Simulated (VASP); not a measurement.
Input of a VASP 6.6.1 run:

The input INCAR:

```
SYSTEM = Pd
ALGO = Fast ; EDIFF = 1E-7
ENCUT = 520 ; GGA = PS
ISIF = 2 ; ISMEAR = 0
LASPH = .True. ; LCHARG = .False.
LREAL = .False. ; LWAVE = .False.
NBANDS = 11 ; NELM = 80
PREC = Accurate ; SIGMA = 0.15
```

Contents of KPOINTS:

```
k-points
0
Gamma
  24 24 24
  0 0 0
```

POSCAR

```
Pd
1.0
    0.0000000000      1.6990266459      2.5485399688
    1.6990266459      0.0000000000      2.5485399688
    1.6990266459      1.6990266459      0.0000000000
Pd
1
Direct
    0.0000000000      0.0000000000      0.0000000000
```

Potentials or basis: VASP PAW PBE potentials, release 64 (Pd).

The run is started by

```console
$ cat potpaw_PBE.64/Pd/POTCAR > POTCAR
$ mpirun -np 1 vasp_std > vasp.out
```

Question: What does it give for the pressure?

Answer: 20.2 GPa.

Question: Estimate the band gap on the k mesh.

Answer: Zero (bands 5 and 6 overlap by 3.24 eV).

Stress tensor (GPa, compression positive):
```
 41.79   0.00   0.00
  0.00  41.79   0.00
  0.00   0.00 -22.93
```

Caveat: the cell stands under pressure; the PAW data sets were made with another functional, which shifts forces and pressure a little.
